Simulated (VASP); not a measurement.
Write the native input for VASP 6.6.1 that does the following.

```yaml
Task: single point
Functional: LDA
Potentials_or_basis: VASP PAW LDA potentials, release 64 (Sr_sv)
Cutoff: 500 eV
k_mesh: 9 × 9 × 9
Occupations: methfessel-paxton, width 0.01 eV
Spin: no spin polarisation
Dipole_correction: no
Further_INCAR_settings: ALGO = Normal; EDIFF = 1e-06; NBANDS = 11
```

The structure of Sr lies in POSCAR:

```
Sr
1.0
    0.0000000000      2.9028949114      2.9028949114
    2.9028949114      0.0000000000      2.9028949114
    2.9028949114      2.9028949114      0.0000000000
Sr
1
Direct
    0.0000000000      0.0000000000      0.0000000000
```

One way to write it, as run:

INCAR

```
PREC = Accurate
ENCUT = 500
EDIFF = 1E-6
ISMEAR = 1
SIGMA = 0.01
LREAL = False
LASPH = True
NELM = 120
ALGO = Normal
ISIF = 2
LWAVE = False
LCHARG = False
NBANDS = 11
GGA_COMPAT = False
```

KPOINTS

```
regular mesh
0
Gamma
  9 9 9
```

Potentials or basis: VASP PAW LDA potentials, release 64 (Sr_sv).

Command:

```sh
$ cat potpaw_LDA.64/Sr_sv/POTCAR > POTCAR
$ mpirun -np 1 vasp_std > vasp.out
```

Results of the run:

```
Pressure               : 0.0 GPa
Band gap on the k mesh : 0.18 eV, indirect (least direct gap 0.19 eV)
```

Run time: 15 s on 1 thread of AMD EPYC 7R13 Processor (Zen 3) (shared host), peak memory 0.12 GiB.
